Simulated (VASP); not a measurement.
## HfO2: single point with LDA

HfO2:

```
CELL_PARAMETERS angstrom
4.81353 0.00000 0.00000
0.00000 4.81353 0.00000
0.00000 0.00000 3.20542
ATOMIC_POSITIONS crystal
Hf 0.00000 0.00000 0.00000
Hf 0.50000 0.50000 0.50000
O 0.19496 0.80504 0.50000
O 0.30504 0.30504 0.00000
O 0.69496 0.69496 0.00000
O 0.80504 0.19496 0.50000
```

```yaml
Program: VASP 6.6.1
Task: single point
Functional: LDA
Potentials_or_basis: VASP PAW LDA potentials, release 64 (Hf_pv, O)
Cutoff: 520 eV
k_mesh: 6 × 6 × 8
Occupations: gaussian, width 0.05 eV
Spin: no spin polarisation
```

```yaml
Pressure: -6.0 GPa
Largest_force: 0.078 eV/Å
Band_gap_on_the_k_mesh: 3.77 eV, direct
```

Forces on the atoms (eV/Å):
```
Hf   0.000  0.000  0.000
Hf   0.000  0.000  0.000
O   -0.055  0.055  0.000
O    0.055  0.055  0.000
O   -0.055 -0.055  0.000
O    0.055 -0.055  0.000
```

Stress tensor (GPa, compression positive):
```
-5.41  0.00  0.00
 0.00 -5.41  0.00
 0.00  0.00 -7.11
```

Levels at points of the mesh, in eV from the valence-band top:
```tsv
k point	band 19	band 20	band 21	band 22	band 23	band 24	band 25	band 26
(0.00, 0.00, 0.00)	-0.75	-0.50	-0.50	0.00	3.77	3.95	5.07	5.44
(0.50, 0.00, 0.00)	-1.48	-1.48	-0.68	-0.68	4.47	4.47	6.08	6.08
(0.50, 0.50, 0.00)	-1.14	-1.14	-0.84	-0.84	4.04	4.04	5.50	5.50
(0.00, 0.00, 0.50)	-2.08	-2.08	-0.97	-0.97	5.47	5.47	5.95	5.95
(0.50, 0.00, 0.50)	-1.78	-1.78	-0.95	-0.95	4.00	4.00	6.20	6.20
(0.50, 0.50, 0.50)	-1.13	-1.13	-0.51	-0.51	4.96	4.96	5.73	5.73
```

Run time: 79 s on 1 thread of AMD EPYC 7R43 64-Core Processor (Zen 3) (shared host), peak memory 0.18 GiB.

Caveat: spin-orbit coupling is left out, which moves the levels of the heavy elements. A k mesh can miss the band edges.
